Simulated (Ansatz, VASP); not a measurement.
**One calculation of CO2, two programs**

```xyz
6
Lattice="-1.9590 1.9590 2.9681 1.9590 -1.9590 2.9681 1.9590 1.9590 -2.9681" Properties=species:S:1:pos:R:3 pbc="T T T"
C     0.0000    0.0000    0.0000
C     0.0000    1.9590    1.4840
O     0.6553    0.9795    0.7420
O    -0.9795    1.3037    2.2261
O     1.3037    0.9795    3.7101
O     2.9386    0.6553   -0.7420
```

Alike in both runs: functional PBEsol; k mesh 8 × 8 × 8; occupations gaussian, width 0.02 eV; no spin polarisation.

Ansatz relaxed the structure, and its values are those at the end. VASP's run is a single point on that final structure, the one shown.

```csv
,VASP,Ansatz
version,VASP 6.6.1,Ansatz 0.2.0
potentials or method,"VASP PAW PBE potentials, release 64 (C_h, O_h), cutoff 910 eV","scalar-relativistic, plane waves, PAW"
valence electrons in the cell,32,32
```

```tsv
	VASP	Ansatz	Ansatz less VASP
gap on the k mesh at the Fermi level (eV)	7.63	7.65	+0.017
least direct gap on the mesh (eV)	8.06	8.07	+0.010
rms of the force components (eV/Å)	0.014	0.000	-0.0142
```

VASP's potentials were made for PBE, not for PBEsol. With one functional, cell and mesh, what is left measures potentials, basis and numerics.

Noted on VASP's run: the cutoff is under 1.25 times that of the potentials, so the pressure is a little rough.
